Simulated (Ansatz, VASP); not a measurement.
**Al2Cu: VASP beside Ansatz**

Contents of INCAR:

```
SYSTEM = Al2Cu
PREC = Accurate ; ENCUT = 700
EDIFF = 1E-6 ; ISMEAR = 0
SIGMA = 0.1 ; LREAL = .FALSE.
LASPH = .TRUE. ; NELM = 120
ALGO = Normal ; ISIF = 2
LWAVE = .FALSE. ; LCHARG = .TRUE.
GGA = PE ; LELF = .TRUE.
LVHAR = .TRUE. ; NBANDS = 20
GGA_COMPAT = .FALSE.
```

KPOINTS

```
Automatic mesh
0
G
  1 1 1
  0 0 0
```

The input POSCAR:

```
Al2Cu
1.0
    4.1051820000      0.0000000000      0.0000000000
    0.0000000000      4.1051820000      0.0000000000
    0.0000000000      0.0000000000      2.8913130000
Al Cu
2 1
Direct
    0.5000000000      0.0000000000      0.5000000000
    0.0000000000      0.5000000000      0.5000000000
    0.0000000000      0.0000000000      0.0000000000
```

Input for Ansatz:

```yaml
crystal:
  lattice:
    - [4.105182, 0.0, 0.0]
    - [0.0, 4.105182, 0.0]
    - [0.0, 0.0, 2.891313]
  atoms:
    - { symbol: Al, position: [0.5, 0.0, 0.5] }
    - { symbol: Al, position: [0.0, 0.5, 0.5] }
    - { symbol: Cu, position: [0.0, 0.0, 0.0] }
basis:
  ecutwfc: 420
kpoints:
  mp_grid: { grid: [1, 1, 1] }
hamiltonian:
  xc: pbe
scf:
  occupations: { method: gaussian, width: 0.1 }
output:
  forces: true
  stress: true
  eigenvalues: true
```

Alike in both runs: task single point; functional PBE; k mesh 1 × 1 × 1; occupations gaussian, width 0.1 eV; no spin polarisation.

|  | VASP | Ansatz |
| --- | --- | --- |
| version | VASP 6.6.1 | Ansatz 0.2.0 |
| potentials or method | VASP PAW PBE potentials, release 64 (Al, Cu_sv_GW), cutoff 700 eV | scalar-relativistic, plane waves, PAW |
| valence electrons in the cell | 25 | 25 |

```tsv
	VASP	Ansatz	Ansatz less VASP
pressure (GPa)	0.1	1.5	+1.40
traceless stress, the component that is largest in VASP (GPa)	-93.97	-93.96	+0.007
```

With one functional, cell and mesh, what is left measures potentials, basis and numerics.

The k mesh is coarse, so the values compare programs but aren't converged.
